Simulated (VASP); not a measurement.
Here is a VASP 6.6.1 calculation.

The input INCAR:

```
ALGO = Normal
EDIFF = 1E-6
ENCUT = 500
GGA = PE
GGA_COMPAT = False
ISIF = 2
ISMEAR = 0
LASPH = True
LCHARG = True
LELF = True
LREAL = False
LVHAR = True
LWAVE = False
NBANDS = 26
NELM = 120
PREC = Accurate
SIGMA = 0.02
```

Contents of KPOINTS:

```
k-points
0
Gamma
  8 6 8
```

File POSCAR:

```
GaP
1.0
    3.8937582993      0.0000000000      0.0000000000
    0.0000000000      5.5066058189      0.0000000000
    0.0000000000      0.0000000000      3.8937583263
Ga P
2 2
Direct
    0.0000000000      0.0000000000      0.0000000000
    0.5000000000      0.5000000000      0.4999921000
    0.5000000000      0.2500000000      0.0000000000
    0.0000000000      0.7500000000      0.4999921000
```

Potentials or basis: VASP PAW PBE potentials, release 64 (Ga_d, P).

The run is started by

```console
$ cat potpaw_PBE.64/Ga_d/POTCAR potpaw_PBE.64/P/POTCAR > POTCAR
$ mpirun -np 1 vasp_std > vasp.out
```

(1) What does it give for the pressure?

(2) What does it give for the band gap on the k mesh?

## Answers

(1) -0.1 GPa.

(2) 1.57 eV.
